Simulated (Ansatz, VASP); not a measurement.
# Ba in VASP and in Ansatz

Contents of INCAR:

```
PREC = Accurate
ENCUT = 520
EDIFF = 1E-6
ISMEAR = 0
SIGMA = 0.15
LREAL = False
LASPH = True
NELM = 100
ALGO = Fast
ISIF = 2
LWAVE = False
LCHARG = False
NBANDS = 11
```

File KPOINTS:

```
regular mesh
0
Gamma
  12 12 12
```

The input POSCAR:

```
Ba
1.0
    3.9177175405      0.0000000000      0.0000000000
    0.0000000000      3.9177175405      0.0000000000
    0.0000000000      0.0000000000      4.0940148298
Ba
1
Direct
    0.0000000000      0.0000000000      0.0000000000
```

Input for Ansatz:

```yaml
crystal:
  lattice:
    - [3.9177175405, 0.0, 0.0]
    - [0.0, 3.9177175405, 0.0]
    - [0.0, 0.0, 4.0940148298]
  atoms:
    - { symbol: Ba, position: [0.0, 0.0, 0.0] }
basis:
  ecutwfc: 420
kpoints:
  mp_grid: { grid: [12, 12, 12] }
hamiltonian:
  xc: lda
scf:
  occupations: { method: gaussian, width: 0.15 }
output:
  forces: true
  stress: true
  eigenvalues: true
```

Change from the starting cell: strain +0.0450 x Voigt [0, 0, 1, 0, 0, 0], atoms carried along.

Alike in both runs: task single point; functional LDA; k mesh 12 × 12 × 12; occupations gaussian, width 0.15 eV; no spin polarisation.

|  | VASP | Ansatz |
| --- | --- | --- |
| version | VASP 6.6.1 | Ansatz 0.2.0 |
| potentials or method | VASP PAW LDA potentials, release 64 (Ba_sv), cutoff 520 eV | scalar-relativistic, plane waves, PAW |
| valence electrons in the cell | 10 | 10 |

VASP gave:

* gap on the k mesh at the Fermi level (eV): none
* pressure (GPa): -1.3
* traceless stress, the component that is largest in VASP (GPa): -0.70

Task: What did Ansatz give for the same quantities?

Result: gap on the k mesh at the Fermi level (eV): none; pressure (GPa): -1.3; traceless stress, the component that is largest in VASP (GPa): -0.67.

LDA's correlation is that of Perdew and Zunger in VASP and of Perdew and Wang (1992) in Ansatz. A gap of «none» marks a metal or a gap that the smearing closes.

Neither program's run includes spin-orbit coupling.
